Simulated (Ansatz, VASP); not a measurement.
## GaN in VASP and in Ansatz

```xyz
2
Lattice="0.0000 2.1352 2.1352 2.1352 0.0000 2.1352 2.1352 2.1352 0.0000" Properties=species:S:1:pos:R:3 pbc="T T T"
Ga    0.0000    0.0000    0.0000
N     2.1352    2.1352    2.1352
```

Alike in both runs: functional LDA; k mesh 8 × 8 × 8; occupations fermi-dirac, width 0.05 eV; non-collinear spin, spin-orbit coupling.

```csv
,VASP,Ansatz
version,VASP 6.6.1,Ansatz 0.2.0
potentials or method,"VASP PAW LDA potentials, release 64 (Ga_d, N)",Ansatz PAW
plane-wave cutoff (eV),520,420
valence electrons in the cell,18,18
task,single point,band structure
```

Ansatz gave:

- pressure (GPa): -13.6
- net moment per atom (μB): 0.00

Q: Estimate VASP's values.

A: Pressure (GPa): -12.5; net moment per atom (μB): 0.00.

LDA's correlation is that of Perdew and Zunger in VASP and of Perdew and Wang (1992) in Ansatz.
